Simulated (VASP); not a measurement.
A run of VASP 6.6.1 is set up as follows.

Contents of INCAR:

```
SYSTEM = BN
ALGO = Normal
EDIFF = 1E-6
ENCUT = 520
GGA = PE
ISIF = 2
ISMEAR = 0
LASPH = .True.
LCHARG = .True.
LELF = .True.
LREAL = .False.
LVHAR = .True.
LWAVE = .False.
NBANDS = 16
NELM = 100
PREC = Accurate
SIGMA = 0.05
```

Contents of KPOINTS:

```
k-points
0
Gamma
  6 6 6
  0 0 0
```

The input POSCAR:

```
BN
1.0
    0.0000000000     -1.8123937734     -1.8123937734
   -1.8123937734      0.0000000000     -1.8123937734
    1.8123937734      1.8123937734     -3.6247875468
B N
2 2
Direct
    0.0009133962      0.0262539710      0.0000000000
    0.4990866038      0.4737460290      0.5000000000
    0.3759347380      0.4018674035      0.8750000000
    0.8740652620      0.8481325965      0.3750000000
```

Potentials or basis: VASP PAW PBE potentials, release 64 (B, N).

Command:

```bash
$ cat potpaw_PBE.64/B/POTCAR potpaw_PBE.64/N/POTCAR > POTCAR
$ mpirun -np 1 vasp_std > vasp.out
```

Predict the largest force.

0.844 eV/Å.

Predict the pressure.

0.1 GPa.

What does it give for the band gap on the k mesh?

4.36 eV.

Stress tensor (GPa, compression positive):
```
-0.44  0.18 -0.50
 0.18  1.19 -0.20
-0.50 -0.20 -0.55
```

Caveat: the k points lie up to 0.48 Å⁻¹ apart; the cell differs from its parent crystal (mode 4 frozen in at -0.068 Å and mode 5 at -0.017 Å (largest displacements)). A k mesh can miss the band edges.
